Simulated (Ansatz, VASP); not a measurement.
## ZnSe in VASP and in Ansatz

```
Zn Se
1.0
     0.00000    2.83380    2.83380
     2.83380    0.00000    2.83380
     2.83380    2.83380    0.00000
Zn Se
1 1
Direct
  0.00000 0.00000 0.00000
  0.25000 0.25000 0.25000
```

Alike in both runs: task single point; functional PBE; k mesh 8 × 8 × 8; occupations gaussian, width 0.05 eV; no spin polarisation.

|  | VASP | Ansatz |
| --- | --- | --- |
| version | VASP 6.6.1 | Ansatz 0.2.0 |
| potentials or method | VASP PAW PBE potentials, release 64 (Zn, Se), cutoff 520 eV | scalar-relativistic, plane waves, PAW |
| valence electrons in the cell | 18 | 28 |

VASP gave:

- gap on the k mesh at the Fermi level (eV): 1.29
- least direct gap on the mesh (eV): 1.29
- pressure (GPa): 2.3

Q: Which values does Ansatz return?

A: gap on the k mesh at the Fermi level (eV): 1.29; least direct gap on the mesh (eV): 1.29; pressure (GPa): 2.1.

VASP's potentials hold 18 valence electrons a cell and Ansatz's 28, so a difference there can come from the potentials and not from the codes.
